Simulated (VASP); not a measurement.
Input of a VASP 6.6.1 run:

File INCAR:

```
SYSTEM = Mn2Te3S
ALGO     = Normal         ! electronic algorithm
EDIFF    = 1E-6           ! SCF threshold, eV
ENCUT    = 520            ! plane-wave cutoff, eV
GGA      = PE             ! functional
ISIF     = 2              ! what is computed and relaxed
ISMEAR   = 0              ! smearing method
ISPIN    = 2              ! spin polarisation
LASPH    = .True.         ! aspherical terms in the spheres
LCHARG   = .False.        ! write CHGCAR
LMAXMIX  = 4              ! l up to which the mixer works
LORBIT   = 11             ! projections on sites
LREAL    = .False.        ! projectors in reciprocal space
LWAVE    = .False.        ! write WAVECAR
MAGMOM   = 4 4 0 0 0 0    ! initial moments
NBANDS   = 38             ! bands
NELM     = 150            ! most SCF steps
PREC     = Accurate       ! precision mode
SIGMA    = 0.15           ! smearing width, eV
```

KPOINTS

```
k-points
0
Gamma
  3 3 3
  0 0 0
```

Contents of POSCAR:

```
Mn2Te3S
1.0
   -2.4426021733      4.5816937874      3.8495321463
    2.4426021733     -4.5816937874      3.8495321463
    2.4426021733      4.5816937874     -3.8495321463
Mn Te S
2 3 1
Direct
    0.7942853299      0.7942853299      0.0000000000
    0.2057146701      0.2057146701      0.0000000000
    0.0000000000      0.5000000000      0.5000000000
    0.2372720101      0.0000000000      0.2372720101
    0.7627279899      0.0000000000      0.7627279899
    0.5000000000      0.5000000000      0.0000000000
```

Potentials or basis: VASP PAW PBE potentials, release 64 (Mn_pv, Te, S).

Launch:

```bash
$ cat potpaw_PBE.64/Mn_pv/POTCAR potpaw_PBE.64/Te/POTCAR potpaw_PBE.64/S/POTCAR > POTCAR
$ mpirun -np 1 vasp_std > vasp.out
```

(1) Estimate the site moments.

(2) Predict the pressure.

(3) What does it give for the largest force?

Answers

(1) Mn +3.87; Te -0.08, -0.02 (each value once); S -0.00 μB.

(2) 0.1 GPa.

(3) 0.046 eV/Å.

Caveat: the k points lie up to 0.49 Å⁻¹ apart; only a ferromagnetic start was run, and an antiferromagnetic order may lie lower in energy.
